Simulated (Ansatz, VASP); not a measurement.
**One calculation of Be, two programs**

```
Be
1.0
     2.76526    0.00000    0.00000
    -1.38263    2.39478    0.00000
     0.00000    0.00000    1.64429
Be
3
Direct
  0.00000 0.00000 0.00000
  0.33333 0.66667 0.50000
  0.66667 0.33333 0.50000
```

Change from the starting cell: volume scaled by 0.45, LAPW.

Alike in both runs: task single point; functional PBE; k mesh 10 × 10 × 14; occupations fermi-dirac, width 0.08 eV; no spin polarisation.

```csv
,VASP,Ansatz
version,VASP 6.6.1,Ansatz 0.2.0
potentials or method,"VASP PAW PBE potentials, release 64 (Be), cutoff 520 eV","all-electron LAPW, scalar-relativistic"
```

Ansatz gave:

* pressure (GPa): 344.0
* traceless stress, the component that is largest in VASP (GPa): -0.14

Question: Estimate VASP's values.

Answer: Pressure (GPa): 347.2; traceless stress, the component that is largest in VASP (GPa): -0.04.

Both programs put the cell under a high pressure, so it lies far from rest at this level. Ansatz ran all-electron here, and VASP with PAW potentials.

Noted on VASP's run: the cell as given lies far from equilibrium.
